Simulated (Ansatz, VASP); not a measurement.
Two plane-wave programs on Ga3AsP2

File POSCAR:

```
Ga3AsP2
1.0
   -1.9520172128      5.8562300915      2.7607697518
    1.9520172128     -5.8562300915      2.7607697518
    1.9520172128      5.8562300915     -2.7607697518
P Ga As
2 3 1
Direct
    0.3329121609      0.0003232397      0.3325889212
    0.6677343185      0.0003232397      0.6674110788
    0.5733770216      0.7443968153      0.8289802063
    0.9154166090      0.7443968153      0.1710197937
    0.2613419616      0.7613419616      0.5000000000
   -0.0007820714     -0.0007820714      0.0000000000
```

Contents of INCAR.step1:

```
  PREC = Accurate
  ENCUT = 520
  ISMEAR = 0
  SIGMA = 0.01
  LREAL = F
  LASPH = T
  NELM = 100
  NBANDS = 36
  GGA = PE
  ALGO = Normal
  EDIFF = 1E-4
  LWAVE = T
  LCHARG = F
```

File INCAR.step2:

```
  PREC = Accurate
  ENCUT = 520
  EDIFF = 1E-6
  ISMEAR = 0
  SIGMA = 0.01
  LREAL = F
  LASPH = T
  NELM = 100
  ALGO = Normal
  ISIF = 2
  LWAVE = F
  LCHARG = F
  METAGGA = R2SCAN
  LMIXTAU = T
  NBANDS = 36
  ISTART = 1
```

File KPOINTS:

```
regular mesh
0
Gamma
  8 8 8
```

Input for Ansatz:

```yaml
crystal:
  lattice:
    - [-1.9520172128, 5.8562300915, 2.7607697518]
    - [1.9520172128, -5.8562300915, 2.7607697518]
    - [1.9520172128, 5.8562300915, -2.7607697518]
  atoms:
    - { symbol: P, position: [0.3329121609, 0.0003232397, 0.3325889212] }
    - { symbol: Ga, position: [0.5733770216, 0.7443968153, 0.8289802063] }
    - { symbol: P, position: [0.6677343185, 0.0003232397, 0.6674110788] }
    - { symbol: Ga, position: [0.915416609, 0.7443968153, 0.1710197937] }
    - { symbol: As, position: [-0.0007820714, -0.0007820714, 0.0] }
    - { symbol: Ga, position: [0.2613419616, 0.7613419616, 0.5] }
kpoints:
  mp_grid: { grid: [8, 8, 8] }
  band_path:
    path:
      - [0.0, 0.0, 0.0]
      - [0.5, -0.5, 0.5]
      - [0.2777760849, -0.2777760849, 0.7222239151]
      - [-0.2777760849, 0.2777760849, 0.2777760849]
      - [0.305560241, 0.305560241, -0.305560241]
      - [0.694439759, -0.305560241, 0.305560241]
      - [0.0, 0.5, 0.0]
      - [0.25, 0.25, 0.25]
      - [0.5, 0.0, 0.0]
    npoints: 1
hamiltonian:
  xc: r2scan
scf:
  occupations: { method: fixed }
  n_extra_bands: 5
output:
  forces: true
  stress: true
  eigenvalues: true
```

Alike in both runs: task single point; functional r2SCAN; k mesh 8 × 8 × 8; no spin polarisation.

|  | VASP | Ansatz |
| --- | --- | --- |
| version | VASP 6.6.1 | Ansatz 0.2.0 |
| potentials or method | VASP PAW PBE potentials, release 64 (P, Ga_d, As) | plane waves, PAW |
| plane-wave cutoff (eV) | 520 | 500 |
| occupations | gaussian, width 0.01 eV | fixed |
| valence electrons in the cell | 54 | 64 |

|  | VASP | Ansatz | Ansatz less VASP |
| --- | --- | --- | --- |
| gap on the k mesh at the Fermi level (eV) | 1.74 | 1.75 | +0.006 |
| pressure (GPa) | 0.0 | 0.0 | -0.02 |
| rms of the force components (eV/Å) | 0.005 | 0.001 | -0.0034 |

VASP's potentials were made for PBE, not for r2SCAN. VASP's potentials hold 54 valence electrons a cell and Ansatz's 64, so a difference there can come from the potentials and not from the codes.
